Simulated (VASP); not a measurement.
K: single point with PBE

The system is K.

```
K
1.0
     4.18113    0.00000    0.00000
     0.00000    4.31044    0.00000
     0.00000    0.00000    4.31044
K
1
Direct
  0.00000 0.00000 0.00000
```

This cell differs from its parent crystal: strain -0.0300 x Voigt [1, 0, 0, 0, 0, 0].

| Item | Value |
| --- | --- |
| Program | VASP 6.6.1 |
| Task | single point |
| Functional | PBE |
| Potentials or basis | VASP PAW PBE potentials, release 64 (K_sv) |
| Cutoff | 520 eV |
| k mesh | 12 × 12 × 12 |
| Occupations | gaussian, width 0.15 eV |
| Spin | no spin polarisation |

```
Pressure : 0.1 GPa
```

Stress tensor (GPa, compression positive):
```
 0.25  0.00  0.00
 0.00 -0.04  0.00
 0.00  0.00 -0.04
```

Levels at points of the mesh, in eV from the Fermi level:
| k point | band 1 | band 2 | band 3 | band 4 | band 5 | band 6 | band 7 | band 8 | band 9 |
| --- | --- | --- | --- | --- | --- | --- | --- | --- | --- |
| (0.00, 0.00, 0.00) | -32.34 | -15.78 | -15.78 | -15.77 | -2.10 | 2.85 | 2.92 | 6.23 | 6.27 |
| (0.50, 0.00, 0.00) | -32.33 | -15.89 | -15.77 | -15.77 | 0.06 | 0.24 | 3.54 | 4.56 | 4.56 |
| (0.00, 0.50, 0.00) | -32.34 | -15.87 | -15.77 | -15.77 | -0.10 | 0.14 | 3.48 | 4.61 | 4.84 |
| (0.50, 0.50, 0.00) | -32.33 | -15.88 | -15.85 | -15.76 | 1.13 | 2.15 | 2.21 | 2.26 | 4.99 |
| (0.00, 0.50, 0.50) | -32.33 | -15.85 | -15.85 | -15.76 | 1.10 | 2.00 | 2.10 | 2.10 | 5.24 |
| (0.50, 0.50, 0.50) | -32.33 | -15.87 | -15.84 | -15.84 | 2.24 | 2.24 | 2.37 | 4.29 | 4.39 |

It took 43 s on 1 thread of Intel(R) Xeon(R) 6975P-C (Granite Rapids), with other jobs on the host, peak memory 0.26 GiB.

Caveat: the cell differs from its parent crystal (strain -0.0300 x Voigt [1, 0, 0, 0, 0, 0]).
